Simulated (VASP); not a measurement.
Set up this calculation in VASP 6.6.1, as the native input.

```yaml
Task: dielectric tensor
Functional: PBE
Potentials_or_basis: VASP PAW PBE potentials, release 64 (Ca_sv, O)
Cutoff: 520 eV
k_mesh: 9 × 9 × 4
Occupations: gaussian, width 0.01 eV
Spin: no spin polarisation
Dipole_correction: no
Further_INCAR_settings: ALGO = Normal; EDIFF = 1e-08
```

The structure of CaO lies in POSCAR:

```
CaO
1.0
    3.3199369620      0.0000000000      0.0000000000
   -1.6599684810      2.8751497480      0.0000000000
    0.0000000000      0.0000000000      5.8143082546
Ca O
2 2
Direct
    0.0000000000      0.0000000000      0.0000000000
    0.0000000000      0.0000000000      0.5000000000
    0.3333333333      0.6666666667      0.2500000000
    0.6666666667      0.3333333333      0.7500000000
```

The input as run:

INCAR

```
SYSTEM = CaO
PREC = Accurate
ENCUT = 520
EDIFF = 1E-8
ISMEAR = 0
SIGMA = 0.01
LREAL = .FALSE.
LASPH = .TRUE.
NELM = 60
ALGO = Normal
ISIF = 2
LWAVE = .FALSE.
LCHARG = .FALSE.
GGA = PE
LEPSILON = .TRUE.
```

KPOINTS

```
Automatic mesh
0
G
  9 9 4
  0 0 0
```

Potentials or basis: VASP PAW PBE potentials, release 64 (Ca_sv, O).

Command:

```sh
$ cat potpaw_PBE.64/Ca_sv/POTCAR potpaw_PBE.64/O/POTCAR > POTCAR
$ mpirun -np 1 vasp_std > vasp.out
```

Results of the run:

```
Band gap on the k mesh                  : 3.83 eV
Electronic dielectric tensor (diagonal) : 3.75, 3.75, 3.91
Born charges (mean of the diagonal)     : Ca +2.38; O -2.38 e
```

Caveat: an odd mesh through Γ misses points on the zone boundary, where band edges can lie.

Run time: 7.3 min on 1 thread of AMD EPYC 9R45 (Zen 5), on a shared host, peak memory 0.34 GiB.
